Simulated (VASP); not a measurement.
# BaTiO3 (P4mm) in VASP: further runs

Runs on BaTiO3. Level: r2SCAN. Tasks: single point.

Program: VASP 6.6.1. These are calculated values, not measurements. Logs are shortened: lines on timing, memory, paths and dates and some standing lists are left out, and cuts for length are marked.

## Step 1: The cell of the first run

Symmetry: P4mm, No. 99, tetragonal system. The conventional cell has a = 4.092 Å, b = 4.092 Å, c = 4.037 Å, α = 90.00°, β = 90.00°, γ = 90.00°. Within 3.7 Å of Ba (site symmetry 4mm) lie 12 O at 2.83 to 2.92 Å and 8 Ti at 3.49 to 3.57 Å. Within 2.4 Å of Ti (site symmetry 4mm) lie 6 O at 1.83 to 2.21 Å. O (site symmetry 2mm) has 2 Ti at 2.05 Å within 2.7 Å. Within 2.4 Å of O (site symmetry 4mm) lie 2 Ti at 1.83 to 2.21 Å.

## Step 2: Single point, r2SCAN (biaxial strain in the a-b plane: +3.0 %)

Input file POSCAR:

```
BaTiO3
1.0
    4.0919344703      0.0000000000      0.0000000000
    0.0000000000      4.0919344703      0.0000000000
    0.0000000000      0.0000000000      4.0374051569
Ba Ti O
1 1 3
Direct
    0.5000000000      0.5000000000      0.5815496099
    0.0000000000      0.0000000000      0.0976000258
    0.0000000000      0.5000000000      0.0647573374
    0.5000000000      0.0000000000      0.0647573374
    0.0000000000      0.0000000000      0.5513326796
```

Input file INCAR.step1:

```
SYSTEM = BaTiO3
PREC     = Accurate       ! precision mode
ENCUT    = 520            ! plane-wave cutoff, eV
ISMEAR   = 0              ! smearing method
SIGMA    = 0.02           ! smearing width, eV
LREAL    = .False.        ! projectors in reciprocal space
LASPH    = .True.         ! aspherical terms in the spheres
NELM     = 60             ! most SCF steps
NBANDS   = 28             ! bands
GGA      = PE             ! functional
ALGO     = Normal         ! electronic algorithm
EDIFF    = 1E-4           ! SCF threshold, eV
LWAVE    = .True.         ! write WAVECAR
LCHARG   = .False.        ! write CHGCAR
```

Input file INCAR.step2:

```
SYSTEM = BaTiO3
PREC     = Accurate       ! precision mode
ENCUT    = 520            ! plane-wave cutoff, eV
EDIFF    = 1E-7           ! SCF threshold, eV
ISMEAR   = 0              ! smearing method
SIGMA    = 0.02           ! smearing width, eV
LREAL    = .False.        ! projectors in reciprocal space
LASPH    = .True.         ! aspherical terms in the spheres
NELM     = 60             ! most SCF steps
ALGO     = Normal         ! electronic algorithm
ISIF     = 2              ! what is computed and relaxed
LWAVE    = .False.        ! write WAVECAR
LCHARG   = .False.        ! write CHGCAR
METAGGA  = R2SCAN         ! meta-GGA
LMIXTAU  = .True.       
NBANDS   = 28             ! bands
ISTART   = 1
```

Input file KPOINTS:

```
regular mesh
0
Gamma
  8 8 8
  0 0 0
```

Potentials or basis: VASP PAW PBE potentials, release 64 (Ba_sv, Ti_sv, O).

Run with:

```bash
> cat potpaw_PBE.64/Ba_sv/POTCAR potpaw_PBE.64/Ti_sv/POTCAR potpaw_PBE.64/O/POTCAR > POTCAR
> cp INCAR.step1 INCAR
> mpirun -np 1 vasp_std > vasp.out
> cp INCAR.step2 INCAR
> mpirun -np 1 vasp_std > vasp.out
```

OUTCAR:

```text
SYSTEM = BaTiO3
   PREC = Accurate
   ENCUT = 520
   EDIFF = 1E-7
   ISMEAR = 0
   LREAL = .False.
   LASPH = .True.
   NELM = 60
   ISIF = 2
   METAGGA = R2SCAN
   ISTART = 1

 ion  position               nearest neighbor table
   1  0.500  0.500  0.582-   3 2.83   4 2.83   4 2.83   3 2.83   5 2.90   5 2.90   5 2.90   5 2.90
                             3 2.92   4 2.92   3 2.92   4 2.92   2 3.49   2 3.49   2 3.49   2 3.49
   2  0.000  0.000  0.098-   5 1.83   4 2.05   3 2.05   3 2.05   4 2.05   5 2.21   1 3.49   1 3.49
                             1 3.49   1 3.49   1 3.57   1 3.57   1 3.57   1 3.57
   3  0.000  0.500  0.065-   2 2.05   2 2.05   1 2.83   1 2.83   1 2.92   1 2.92
   4  0.500  0.000  0.065-   2 2.05   2 2.05   1 2.83   1 2.83   1 2.92   1 2.92
   5  0.000  0.000  0.551-   2 1.83   2 2.21   1 2.90   1 2.90   1 2.90   1 2.90

  LATTYP: Found a simple tetragonal cell.
 ALAT       =     4.0919344703
 C/A-ratio  =     0.9866739524

  Lattice vectors:

 A1 = (   4.0919344703,   0.0000000000,   0.0000000000)
 A2 = (   0.0000000000,   4.0919344703,   0.0000000000)
 A3 = (   0.0000000000,   0.0000000000,   4.0374051569)

Analysis of symmetry for initial positions (statically):
=====================================================================
 Subroutine PRICEL returns:
 Original cell was already a primitive cell.

 Routine SETGRP: Setting up the symmetry group for a
 simple tetragonal supercell.

 Subroutine GETGRP returns: Found  8 space group operations
 (whereof  8 operations were pure point group operations)
 out of a pool of 16 trial point group operations.

The static configuration has the point symmetry C_4v.

Analysis of symmetry for dynamics (positions and initial velocities):
=====================================================================
 Subroutine PRICEL returns:
 Original cell was already a primitive cell.

 Routine SETGRP: Setting up the symmetry group for a
 simple tetragonal supercell.

 Subroutine GETGRP returns: Found  8 space group operations
 (whereof  8 operations were pure point group operations)
 out of a pool of 16 trial point group operations.

The dynamic configuration has the point symmetry C_4v.

 Subroutine INISYM returns: Found  8 space group operations
 (whereof  8 operations are pure point group operations),
 and found     1 'primitive' translations

----------------------------------------------------------------------------------------

                                     Primitive cell

  volume of cell :      67.6020

  direct lattice vectors                    reciprocal lattice vectors
     4.091934470  0.000000000  0.000000000     0.244383190  0.000000000  0.000000000
     0.000000000  4.091934470  0.000000000     0.000000000  0.244383190  0.000000000
     0.000000000  0.000000000  4.037405157     0.000000000  0.000000000  0.247683837

  length of vectors
     4.091934470  4.091934470  4.037405157     0.244383190  0.244383190  0.247683837

  position of ions in fractional coordinates (direct lattice)
     0.500000000  0.500000000  0.581549610
     0.000000000  0.000000000  0.097600026
     0.000000000  0.500000000  0.064757337
     0.500000000  0.000000000  0.064757337
     0.000000000  0.000000000  0.551332680

  ion indices of the primitive-cell ions
   primitive index   ion index
                 1           1
                 2           2
                 3           3
                 4           4
                 5           5

----------------------------------------------------------------------------------------

 KPOINTS: regular mesh

Automatic generation of k-mesh.
 Grid dimensions read from file:
 generate k-points for:    8    8    8

 Generating k-lattice:

  Cartesian coordinates                     Fractional coordinates (reciprocal lattice)
     0.030547899  0.000000000  0.000000000     0.125000000  0.000000000  0.000000000
     0.000000000  0.030547899  0.000000000     0.000000000  0.125000000  0.000000000
     0.000000000  0.000000000  0.030960480     0.000000000  0.000000000  0.125000000

[... 56 lines left out ...]
[... 20 lines left out ...]
     27       8.9774      0.00000
     28      11.1586      0.00000

 k-point     3 :       0.2500    0.0000    0.0000
  band No.  band energies     occupation
      1     -55.7838      2.00000
      2     -31.0056      2.00000
      3     -30.9318      2.00000
      4     -30.9101      2.00000
      5     -22.4512      2.00000
      6     -14.7395      2.00000
[... 20 lines left out ...]
     27       9.7196      0.00000
     28      11.9496      0.00000

 k-point     4 :       0.3750    0.0000    0.0000
  band No.  band energies     occupation
      1     -55.7835      2.00000
      2     -31.0051      2.00000
      3     -30.9466      2.00000
      4     -30.9096      2.00000
      5     -22.4179      2.00000
      6     -14.8141      2.00000
[... 20 lines left out ...]
     27      10.6054      0.00000
     28      11.8666      0.00000

 k-point     5 :       0.5000    0.0000    0.0000
  band No.  band energies     occupation
      1     -55.7834      2.00000
      2     -31.0048      2.00000
      3     -30.9526      2.00000
      4     -30.9094      2.00000
      5     -22.4040      2.00000
      6     -14.8488      2.00000
[... 20 lines left out ...]
     27      11.0362      0.00000
     28      11.8327      0.00000

 k-point     6 :       0.1250    0.1250    0.0000
  band No.  band energies     occupation
      1     -55.7840      2.00000
      2     -31.0059      2.00000
      3     -30.9169      2.00000
      4     -30.9166      2.00000
      5     -22.4712      2.00000
      6     -14.6890      2.00000
[... 463 lines left out ...]
      5     -22.4579      2.00000
      6     -14.6368      2.00000
[... 20 lines left out ...]
     27       9.4808      0.00000
     28      11.4748      0.00000

 k-point    22 :       0.2500    0.1250    0.1250
  band No.  band energies     occupation
      1     -55.7835      2.00000
      2     -31.0128      2.00000
      3     -30.9312      2.00000
      4     -30.9160      2.00000
      5     -22.4281      2.00000
      6     -14.6579      2.00000
[... 20 lines left out ...]
     27      10.1791      0.00000
     28      11.8103      0.00000

 k-point    23 :       0.3750    0.1250    0.1250
  band No.  band energies     occupation
      1     -55.7833      2.00000
      2     -31.0122      2.00000
      3     -30.9459      2.00000
      4     -30.9154      2.00000
      5     -22.3980      2.00000
      6     -14.7028      2.00000
[... 20 lines left out ...]
     27      11.0248      0.00000
     28      12.2087      0.00000

 k-point    24 :       0.5000    0.1250    0.1250
  band No.  band energies     occupation
      1     -55.7832      2.00000
      2     -31.0120      2.00000
      3     -30.9519      2.00000
      4     -30.9152      2.00000
      5     -22.3854      2.00000
      6     -14.7265      2.00000
[... 20 lines left out ...]
     27      11.3990      0.00000
     28      12.3503      0.00000

 [... further k-points ...]
[... 5 lines left out ...]
  --------------------------------------------------------------------------------------
  -------------------------------------------------------------------------------------
  Total       -3.2776297     -3.2776297     -0.5600487      0.0000000      0.0000000      0.0000000
  in kB      -77.6802825    -77.6802825    -13.2732330      0.0000000      0.0000000      0.0000000
  external PRESSURE =     -56.2112660 kB  Pullay stress =       0.0000000 kB

 VOLUME and BASIS-vectors are now :
 -----------------------------------------------------------------------------
  energy-cutoff  :      520.00
  volume of cell :       67.60
      direct lattice vectors                 reciprocal lattice vectors
     4.091934470  0.000000000  0.000000000     0.244383190  0.000000000  0.000000000
     0.000000000  4.091934470  0.000000000     0.000000000  0.244383190  0.000000000
     0.000000000  0.000000000  4.037405157     0.000000000  0.000000000  0.247683837

 POSITION                                       TOTAL-FORCE (eV/Angst)
 -----------------------------------------------------------------------------------
      2.04597      2.04597      2.34795         0.000000      0.000000     -0.009958
      0.00000      0.00000      0.39405        -0.000000     -0.000000     -0.070049
      0.00000      2.04597      0.26145        -0.000000      0.000000      0.030169
      2.04597      0.00000      0.26145         0.000000     -0.000000      0.030169
      0.00000      0.00000      2.22595         0.000000     -0.000000      0.019669
 -----------------------------------------------------------------------------------
    total drift:                               -0.000000      0.000000     -0.007357

  FREE ENERGIE OF THE ION-ELECTRON SYSTEM (eV)
  ---------------------------------------------------
  free  energy   TOTEN  =       -74.1869267433 eV

  energy  without entropy=      -74.1869267433  energy(sigma->0) =      -74.18692674
```

It took 12 min on 1 thread of AMD EPYC 7R43 (Zen 3), shared host; peak memory 0.24 GiB.

Results:

```
Free energy            : -74.1869 eV
Pressure               : -5.6 GPa
Largest force          : 0.070 eV/Å
Band gap on the k mesh : 2.09 eV, indirect (least direct gap 2.47 eV)
```

Forces in eV/Å, atoms in the order of the input:
```
Ba   0.000  0.000 -0.010
Ti   0.000  0.000 -0.070
O    0.000  0.000  0.030
O    0.000  0.000  0.030
O    0.000  0.000  0.020
```

Levels at points of the mesh, in eV from the valence-band top:
| k point | band 16 | band 17 | band 18 | band 19 | band 20 | band 21 | band 22 | band 23 | band 24 | band 25 |
| --- | --- | --- | --- | --- | --- | --- | --- | --- | --- | --- |
| (0.00, 0.00, 0.00) | -1.40 | -1.05 | -0.49 | -0.38 | -0.38 | 2.09 | 2.48 | 2.48 | 3.91 | 4.30 |
| (0.50, 0.00, 0.00) | -1.79 | -1.68 | -1.52 | -1.12 | -1.01 | 2.57 | 3.60 | 3.68 | 4.17 | 5.77 |
| (0.50, 0.50, 0.00) | -2.54 | -1.94 | -1.22 | -1.22 | -0.09 | 3.70 | 3.70 | 4.03 | 4.81 | 7.41 |
| (0.00, 0.00, 0.50) | -2.19 | -1.83 | -1.82 | -0.73 | -0.73 | 2.24 | 3.88 | 3.88 | 3.91 | 6.12 |
| (0.50, 0.00, 0.50) | -2.46 | -1.78 | -0.89 | -0.86 | -0.23 | 3.62 | 3.89 | 4.15 | 4.75 | 7.64 |
| (0.50, 0.50, 0.50) | -2.65 | -2.31 | -0.14 | -0.14 | 0.00 | 4.22 | 4.35 | 4.35 | 6.76 | 7.16 |

Caveat: the cell differs from its parent crystal (biaxial strain in the a-b plane: +3.0 %); the PAW data sets were made with another functional, which shifts forces and pressure a little; spin-orbit coupling is left out, which moves the levels of the heavy elements.

## Step 3: Single point, r2SCAN (biaxial strain in the a-b plane: +1.5 %, then relaxed in part)

Changes to POSCAR since step 2:

```diff
@@ -2,5 +2,5 @@
 1.0
-    4.0919344703      0.0000000000      0.0000000000
-    0.0000000000      4.0919344703      0.0000000000
-    0.0000000000      0.0000000000      4.0374051569
+    4.0323431916      0.0000000000      0.0000000000
+    0.0000000000      4.0323431916      0.0000000000
+    0.0000000000      0.0000000000      4.0335822192
 Ba Ti O
```

Input file INCAR.step1:

```
SYSTEM = BaTiO3
PREC = Accurate
ENCUT = 520
ISMEAR = 0
SIGMA = 0.02
LREAL = .FALSE.
LASPH = .TRUE.
NELM = 60
NBANDS = 28
GGA = PE
ALGO = Normal
EDIFF = 1E-4
LWAVE = .TRUE.
LCHARG = .FALSE.
```

Input file INCAR.step2:

```
SYSTEM = BaTiO3
PREC = Accurate
ENCUT = 520
EDIFF = 1E-7
ISMEAR = 0
SIGMA = 0.02
LREAL = .FALSE.
LASPH = .TRUE.
NELM = 60
ALGO = Normal
ISIF = 2
LWAVE = .FALSE.
LCHARG = .FALSE.
METAGGA = R2SCAN
LMIXTAU = .TRUE.
NBANDS = 28
ISTART = 1
```

Input file KPOINTS:

```
regular mesh
0
G
  8 8 8
  0 0 0
```

Potentials or basis: VASP PAW PBE potentials, release 64 (Ba_sv, Ti_sv, O).

Run with:

```bash
> cat potpaw_PBE.64/Ba_sv/POTCAR potpaw_PBE.64/Ti_sv/POTCAR potpaw_PBE.64/O/POTCAR > POTCAR
> cp INCAR.step1 INCAR
> mpirun -np 1 vasp_std > vasp.out
> cp INCAR.step2 INCAR
> mpirun -np 1 vasp_std > vasp.out
```

It took 3.6 min on 1 thread of Intel Xeon 6975P-C (Granite Rapids), shared host; peak memory 0.26 GiB.

The run converged. Its results:

- Free energy: -74.2478 eV
- Pressure: -1.0 GPa
- Largest force: 0.158 eV/Å
- Band gap on the k mesh: 2.16 eV, indirect (least direct gap 2.55 eV)

Forces in eV/Å, atoms in the order of the input:
```
Ba   0.000  0.000 -0.022
Ti   0.000  0.000 -0.158
O    0.000  0.000  0.015
O    0.000  0.000  0.015
O    0.000  0.000  0.151
```

Stress tensor (GPa, compression positive):
```
-2.46  0.00  0.00
 0.00 -2.46  0.00
 0.00  0.00  2.05
```

Levels at points of the mesh, in eV from the valence-band top:
| k point | band 16 | band 17 | band 18 | band 19 | band 20 | band 21 | band 22 | band 23 | band 24 | band 25 |
| --- | --- | --- | --- | --- | --- | --- | --- | --- | --- | --- |
| (0.00, 0.00, 0.00) | -1.44 | -1.14 | -0.50 | -0.39 | -0.39 | 2.16 | 2.54 | 2.54 | 4.15 | 4.46 |
| (0.50, 0.00, 0.00) | -1.89 | -1.78 | -1.61 | -1.16 | -1.04 | 2.64 | 3.78 | 3.85 | 4.35 | 6.05 |
| (0.50, 0.50, 0.00) | -2.70 | -1.93 | -1.16 | -1.16 | -0.09 | 3.87 | 3.87 | 4.23 | 4.94 | 7.81 |
| (0.00, 0.00, 0.50) | -2.15 | -1.93 | -1.91 | -0.74 | -0.74 | 2.31 | 3.96 | 3.96 | 4.15 | 6.35 |
| (0.50, 0.00, 0.50) | -2.59 | -1.80 | -0.93 | -0.90 | -0.26 | 3.80 | 3.97 | 4.27 | 5.03 | 7.89 |
| (0.50, 0.50, 0.50) | -2.60 | -2.41 | -0.17 | -0.17 | 0.00 | 4.44 | 4.50 | 4.50 | 6.92 | 7.27 |

Caveat: the cell differs from its parent crystal (biaxial strain in the a-b plane: +1.5 %, then relaxed in part); the PAW data sets were made with another functional, which shifts forces and pressure a little; spin-orbit coupling is left out, which moves the levels of the heavy elements. A k mesh can miss the band edges.

## Step 4: Single point, r2SCAN (biaxial strain in the a-b plane: +3.0 %, then relaxed in part)

Input file POSCAR:

```
BaTiO3
1.0
    4.0919344703      0.0000000000      0.0000000000
    0.0000000000      4.0919344703      0.0000000000
    0.0000000000      0.0000000000      3.9709668300
Ba Ti O
1 1 3
Direct
    0.5000000000      0.5000000000      0.5792056864
    0.0000000000      0.0000000000      0.0928409716
    0.0000000000      0.5000000000      0.0661278389
    0.5000000000      0.0000000000      0.0661278389
    0.0000000000      0.0000000000      0.5556946543
```

Input file INCAR.step1:

```
SYSTEM = BaTiO3
ALGO = Normal ; EDIFF = 1E-4
ENCUT = 520 ; GGA = PE
ISMEAR = 0 ; LASPH = .TRUE.
LCHARG = .FALSE. ; LREAL = .FALSE.
LWAVE = .TRUE. ; NBANDS = 28
NELM = 60 ; PREC = Accurate
SIGMA = 0.02
```

Input file INCAR.step2:

```
SYSTEM = BaTiO3
ALGO = Normal ; EDIFF = 1E-7
ENCUT = 520 ; ISIF = 2
ISMEAR = 0 ; ISTART = 1
LASPH = .TRUE. ; LCHARG = .TRUE.
LELF = .TRUE. ; LMIXTAU = .TRUE.
LREAL = .FALSE. ; LVHAR = .TRUE.
LWAVE = .FALSE. ; METAGGA = R2SCAN
NBANDS = 28 ; NELM = 60
PREC = Accurate ; SIGMA = 0.02
```

Input file KPOINTS:

```
k-points
0
G
  8 8 8
  0 0 0
```

Run with:

```bash
> cat potpaw_PBE.64/Ba_sv/POTCAR potpaw_PBE.64/Ti_sv/POTCAR potpaw_PBE.64/O/POTCAR > POTCAR
> cp INCAR.step1 INCAR
> mpirun -np 1 vasp_std > vasp.out
> cp INCAR.step2 INCAR
> mpirun -np 1 vasp_std > vasp.out
```

It took 3.9 min on 1 thread of Intel Xeon 6975P-C (Granite Rapids), shared host; peak memory 0.27 GiB.

The run converged. Its results:

| Quantity | Value |
| --- | --- |
| Free energy | -74.1874 eV |
| Pressure | -3.6 GPa |
| Largest force | 0.144 eV/Å |
| Band gap on the k mesh | 2.10 eV, indirect (least direct gap 2.41 eV) |

Forces in eV/Å, atoms in the order of the input:
```
Ba   0.000  0.000 -0.019
Ti   0.000  0.000 -0.144
O    0.000  0.000  0.012
O    0.000  0.000  0.012
O    0.000  0.000  0.139
```

Stress tensor (GPa, compression positive):
```
-6.42  0.00  0.00
 0.00 -6.42  0.00
 0.00  0.00  2.03
```

Levels at points of the mesh, in eV from the valence-band top:
```
           k point  band 17  band 18  band 19  band 20  band 21  band 22  band 23  band 24
(0.00, 0.00, 0.00)    -0.99    -0.34    -0.30    -0.30     2.10     2.42     2.42     3.95
(0.50, 0.00, 0.00)    -1.62    -1.50    -0.97    -0.90     2.52     3.64     3.71     4.22
(0.50, 0.50, 0.00)    -1.87    -1.21    -1.21    -0.10     3.73     3.73     4.07     5.05
(0.00, 0.00, 0.50)    -1.83    -1.80    -0.72    -0.72     2.27     3.95     4.01     4.01
(0.50, 0.00, 0.50)    -1.75    -0.80    -0.79    -0.15     3.67     4.02     4.27     4.81
(0.50, 0.50, 0.50)    -2.19    -0.04    -0.04     0.00     4.29     4.48     4.48     6.94
```

Caveat: the cell differs from its parent crystal (biaxial strain in the a-b plane: +3.0 %, then relaxed in part); the PAW data sets were made with another functional, which shifts forces and pressure a little; spin-orbit coupling is left out, which moves the levels of the heavy elements. A k mesh can miss the band edges.

## Step 5: Summary

```tsv
cell	gap on the mesh (eV)	pressure (GPa)	largest force (eV/Å)
a = 4.092, b = 4.092, c = 4.037 Å, 5 atoms	2.09	-5.6	0.07
a = 4.032, b = 4.032, c = 4.034 Å, 5 atoms	2.16	-1.0	0.16
a = 4.092, b = 4.092, c = 3.971 Å, 5 atoms	2.10	-3.6	0.14
```

Alike in all rows: task single point; level r2SCAN; potentials or basis VASP PAW PBE potentials, release 64 (Ba_sv, Ti_sv, O); no spin polarisation; k mesh 8 × 8 × 8; cutoff (eV) 520; smearing gaussian 0.02 eV.

Caveats: the PAW data sets were made with another functional, which shifts forces and pressure a little; spin-orbit coupling is left out, which moves the levels of the heavy elements.

Total energies depend on the potentials used, so only differences within one code and one set of settings carry meaning.
